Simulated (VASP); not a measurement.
# Co (Pm-3m) in VASP: notebook, part 2 of 2

VASP 6.6.1. The steps go on from the part before.

## Step 3: Single point, PBEsol (volume scaled by 1.08)

The input, INCAR:

```
PREC = Accurate ; ENCUT = 520
EDIFF = 1E-7 ; ISMEAR = -1
SIGMA = 0.1 ; LREAL = False
LASPH = True ; NELM = 80
ALGO = Normal ; ISIF = 2
LWAVE = False ; LCHARG = False
GGA = PS ; NBANDS = 10
```

The input, KPOINTS:

```
Automatic mesh
0
Gamma
  16 16 16
```

The input, POSCAR:

```
Co
1.0
    2.3083076110      0.0000000000      0.0000000000
    0.0000000000      2.3083076110      0.0000000000
    0.0000000000      0.0000000000      2.3083076110
Co
1
Direct
    0.0000000000      0.0000000000      0.0000000000
```

Potentials or basis: VASP PAW PBE potentials, release 64 (Co).

Command:

```
> cat potpaw_PBE.64/Co/POTCAR > POTCAR
> mpirun -np 1 vasp_std > vasp.out
```

OUTCAR:

```text
PREC = Accurate
   ENCUT = 520
   EDIFF = 1E-7
   ISMEAR = -1
   LREAL = False
   LASPH = True
   NELM = 80
   ISIF = 2
   GGA = PS

 ion  position               nearest neighbor table
   1  0.000  0.000  0.000-

  LATTYP: Found a simple cubic cell.
 ALAT       =     2.3083076110

  Lattice vectors:

 A1 = (   2.3083076110,   0.0000000000,   0.0000000000)
 A2 = (   0.0000000000,   2.3083076110,   0.0000000000)
 A3 = (   0.0000000000,   0.0000000000,   2.3083076110)

Analysis of symmetry for initial positions (statically):
=====================================================================
 Subroutine PRICEL returns:
 Original cell was already a primitive cell.

 Routine SETGRP: Setting up the symmetry group for a
 simple cubic supercell.

 Subroutine GETGRP returns: Found 48 space group operations
 (whereof 48 operations were pure point group operations)
 out of a pool of 48 trial point group operations.

The static configuration has the point symmetry O_h .

Analysis of symmetry for dynamics (positions and initial velocities):
=====================================================================
 Subroutine PRICEL returns:
 Original cell was already a primitive cell.

 Routine SETGRP: Setting up the symmetry group for a
 simple cubic supercell.

 Subroutine GETGRP returns: Found 48 space group operations
 (whereof 48 operations were pure point group operations)
 out of a pool of 48 trial point group operations.

The dynamic configuration has the point symmetry O_h .

 Subroutine INISYM returns: Found 48 space group operations
 (whereof 48 operations are pure point group operations),
 and found     1 'primitive' translations

----------------------------------------------------------------------------------------

                                     Primitive cell
[... 105 lines left out ...]
   EFERMI_NEDOS =   21; number of points for ismear=-14 and -15
   IALGO  =     38    algorithm
   IMIX   =      4    mixing-type and parameters
     AMIX     =   0.40;   BMIX     =  1.00
     AMIX_MAG =   1.60;   BMIX_MAG =  1.00
  volume/ion in A,a.u.               =      12.30        83.00
  Fermi-wavevector in a.u.,A,eV,Ry     =   1.475238  2.787795 29.610714  2.176326
  Thomas-Fermi vector in A             =   2.589911
   LORBIT       =      0    0 simple, 1 ext, 2 COOP (PROOUT), +10 PAW based schemes
   GGA     = PS    functional components
   LHFCALC =     F    Hartree Fock is set to
   AEXX    =    0.0000 exact exchange contribution
   IVDW    =     0    specifies the selected vdW correction
   LEPSILON=     F    determine dielectric tensor
   LRPA    =     F    only Hartree local field effects (RPA)
 non-spin polarized calculation
  energy-cutoff  :      520.00
  volume of cell :       12.30
 maximum number of plane-waves:       342
 NGX is ok and might be reduce to    18
   NGX =  9   NGY =  9   NGZ =  9

 number of electron       9.0000012 magnetization

 Free energy of the ion-electron system (eV)
  ---------------------------------------------------
  ext. energy  EPLUGINS =         0.00000000
  ---------------------------------------------------
  free energy    TOTEN  =        -6.68551909 eV

  energy without entropy =       -6.58671784  energy(sigma->0) =       -6.63611847

 E-fermi :   8.3344     XC(G=0): -12.7657

 val. band max:        8.3342991229   @ k =   0.5000   0.2500   0.0000
 cond. band min:       8.3361690652   @ k =   0.4375   0.1875   0.1250
 fundamental gap:      0.0018699423
 Fermi energy:         8.3344460721

 k-point     1 :       0.0000    0.0000    0.0000
  band No.  band energies     occupation
      1       0.2898      2.00000
      2       4.8967      2.00000
      3       4.8967      2.00000
      4       8.8001      0.01882
      5       8.8001      0.01882
      6       8.8001      0.01882
      7      28.1726      0.00000
      8      28.1726      0.00000
      9      28.1726      0.00000
     10      32.1546      0.00000
[... 287 lines left out ...]
 k-point    24 :       0.5000    0.1250    0.0000
  band No.  band energies     occupation
      1       4.9335      2.00000
      2       5.6862      2.00000
      3       6.0676      2.00000
      4       7.5774      1.99897
      5       8.7374      0.03494
      6       8.9577      0.00392
      7      13.0169      0.00000
      8      29.7905      0.00000
      9      32.0429      0.00000
     10      34.2784      0.00000

 [... further k-points ...]
[... 5 lines left out ...]
  --------------------------------------------------------------------------------------
  -------------------------------------------------------------------------------------
  Total       -1.0648752     -1.0648752     -1.0648752      0.0000000     -0.0000000      0.0000000
  in kB     -138.7165326   -138.7165326   -138.7165326      0.0000000     -0.0000000      0.0000000
  external PRESSURE =    -138.7165326 kB  Pullay stress =       0.0000000 kB

 VOLUME and BASIS-vectors are now :
 -----------------------------------------------------------------------------
  energy-cutoff  :      520.00
  volume of cell :       12.30
      direct lattice vectors                 reciprocal lattice vectors
     2.308307611  0.000000000  0.000000000     0.433217824  0.000000000  0.000000000
     0.000000000  2.308307611  0.000000000     0.000000000  0.433217824  0.000000000
     0.000000000  0.000000000  2.308307611     0.000000000  0.000000000  0.433217824

 POSITION                                       TOTAL-FORCE (eV/Angst)
 -----------------------------------------------------------------------------------
      0.00000      0.00000      0.00000         0.000000      0.000000      0.000000
 -----------------------------------------------------------------------------------
    total drift:                                0.000000      0.000000     -0.000000

  FREE ENERGIE OF THE ION-ELECTRON SYSTEM (eV)
  ---------------------------------------------------
  free  energy   TOTEN  =        -6.6855190931 eV

  energy  without entropy=       -6.5867178426  energy(sigma->0) =       -6.63611847
```

Wall time 33 s (1 thread of AMD EPYC 7R13, shared host); peak memory 0.1 GiB.

What came out:

```
Free energy : -6.6855 eV
Pressure    : -13.9 GPa
```

Caveat: the cell differs from its parent crystal (volume scaled by 1.08); the PAW data sets were made with another functional, which shifts forces and pressure a little; the run has no spin polarisation, though such a crystal can be magnetic. Spin polarisation is off, so any magnetic state and its effect on volume and gap are missing.

## Step 4: Single point, PBEsol (volume scaled by 1.12)

The input, INCAR:

```
SYSTEM = Co
PREC = Accurate
ENCUT = 520
EDIFF = 1E-7
ISMEAR = -1
SIGMA = 0.1
LREAL = .False.
LASPH = .True.
NELM = 100
ALGO = Normal
ISIF = 2
LWAVE = .False.
LCHARG = .True.
GGA = PS
LELF = .True.
LVHAR = .True.
NBANDS = 10
```

The input, KPOINTS:

```
Automatic mesh
0
Gamma
  16 16 16
  0 0 0
```

The input, POSCAR:

```
Co
1.0
    2.3364604785      0.0000000000      0.0000000000
    0.0000000000      2.3364604785      0.0000000000
    0.0000000000      0.0000000000      2.3364604785
Co
1
Direct
    0.0000000000      0.0000000000      0.0000000000
```

Command:

```
> cat potpaw_PBE.64/Co/POTCAR > POTCAR
> mpirun -np 1 vasp_std > vasp.out
```

Run time: 31 s. Hardware: 1 thread of AMD EPYC 7R13, shared host; peak memory 0.1 GiB.

Results (log left out):

```
Free energy : -6.6393 eV
Pressure    : -18.4 GPa
```

Levels at points of the mesh, in eV from the Fermi level:
| k point | band 1 | band 2 | band 3 | band 4 | band 5 | band 6 | band 7 | band 8 | band 9 |
| --- | --- | --- | --- | --- | --- | --- | --- | --- | --- |
| (0.00, 0.00, 0.00) | -7.82 | -3.27 | -3.27 | 0.44 | 0.44 | 0.44 | 19.40 | 19.40 | 19.40 |
| (0.50, 0.00, 0.00) | -3.64 | -2.78 | -1.00 | -0.75 | -0.75 | 0.54 | 4.42 | 23.71 | 26.31 |
| (0.50, 0.50, 0.00) | -3.98 | -2.39 | -0.51 | -0.51 | 1.25 | 5.31 | 5.31 | 11.54 | 12.12 |
| (0.50, 0.50, 0.50) | -2.92 | -2.92 | -2.92 | 1.32 | 1.32 | 12.06 | 12.06 | 12.06 | 13.30 |

Caveat: the cell differs from its parent crystal (volume scaled by 1.12); the PAW data sets were made with another functional, which shifts forces and pressure a little; the run has no spin polarisation, though such a crystal can be magnetic. Spin polarisation is off, so any magnetic state and its effect on volume and gap are missing.

## Step 5: Relaxation of cell and atoms, PBEsol

This run uses another cell than the first one, of 11.96 Å³/atom, 1.050 times its volume.

The input, INCAR:

```
ALGO = Normal ; EDIFF = 1E-6
EDIFFG = -0.01 ; ENCUT = 600
GGA = PS ; IBRION = 2
ISIF = 3 ; ISMEAR = -1
LASPH = T ; LCHARG = F
LREAL = F ; LWAVE = F
NELM = 80 ; NSW = 80
PREC = Accurate ; SIGMA = 0.1
```

The input, KPOINTS:

```
k-points
0
Gamma
  14 14 14
```

The input, POSCAR:

```
Co
1.0
    2.2868488050      0.0000000000      0.0000000000
    0.0000000000      2.2868488050      0.0000000000
    0.0000000000      0.0000000000      2.2868488050
Co
1
Direct
    0.0000000000      0.0000000000      0.0000000000
```

Command:

```
> cat potpaw_PBE.64/Co/POTCAR > POTCAR
> mpirun -np 1 vasp_std > vasp.out
```

Run time: 40 s. Hardware: 1 thread of AMD EPYC 7R13, shared host; peak memory 0.11 GiB.

The run converged. Its results:

```yaml
Free_energy: -6.7320 eV
Relaxed_volume: 11.33 Å³/atom
Relaxed_cell: a = 2.246 Å, b = 2.246 Å, c = 2.246 Å, α = 90.00°, β = 90.00°, γ = 90.00°
Space_group_after_relaxing_to_0.05_Å: Pm-3m (No. 221)
Energy_gained_by_relaxing: 20.5 meV/atom
Ionic_steps: 3
Pressure_after_relaxing: -0.1 GPa
```

The path:
```
step  energy change (eV)  largest force (eV/Å)  pressure (GPa)  volume (Å³)
   1              0.0000                0.0000           -9.86        11.96
   2              0.0021                0.0000           12.75        10.73
   3             -0.0205                0.0000           -0.08        11.33
```

Final structure:
```
Co
1.0
     2.24622    0.00000    0.00000
     0.00000    2.24622    0.00000
     0.00000    0.00000    2.24622
Co
1
Direct
  0.00000 0.00000 0.00000
```

Levels at points of the mesh, in eV from the Fermi level:
```tsv
k point	band 1	band 2	band 3	band 4	band 5	band 6	band 7	band 8
(0.00, 0.00, 0.00)	-8.57	-3.86	-3.86	0.52	0.52	0.52	20.84	20.84
(0.50, 0.00, 0.00)	-4.09	-3.28	-1.32	-0.91	-0.91	0.65	5.13	24.77
(0.50, 0.50, 0.00)	-4.77	-2.77	-0.61	-0.61	1.49	5.68	5.68	12.32
(0.50, 0.50, 0.50)	-3.50	-3.50	-3.50	1.56	1.56	13.28	13.28	13.28
```

Caveat: the PAW data sets were made with another functional, which shifts forces and pressure a little; the run has no spin polarisation, though such a crystal can be magnetic. Spin polarisation is off, so any magnetic state and its effect on volume and gap are missing.

## Step 6: Overview

```csv
task,cell,k mesh,cutoff (eV),gap on the mesh (eV),pressure (GPa)
single point,"a = 2.250 Å, 1 atom",16 × 16 × 16,520,none,-0.9
single point,"a = 2.308 Å, 1 atom",16 × 16 × 16,520,none,-13.9
single point,"a = 2.336 Å, 1 atom",16 × 16 × 16,520,none,-18.4
relaxation of cell and atoms,"relaxed from a = 2.287 Å, 1 atom",14 × 14 × 14,600,none,-0.1
```

Alike in all rows: level PBEsol; potentials or basis VASP PAW PBE potentials, release 64 (Co); no spin polarisation; smearing fermi-dirac 0.1 eV.

Caveats: the PAW data sets were made with another functional, which shifts forces and pressure a little; the run has no spin polarisation, though such a crystal can be magnetic.

Total energies depend on the potentials used, so only differences within one code and one set of settings carry meaning.
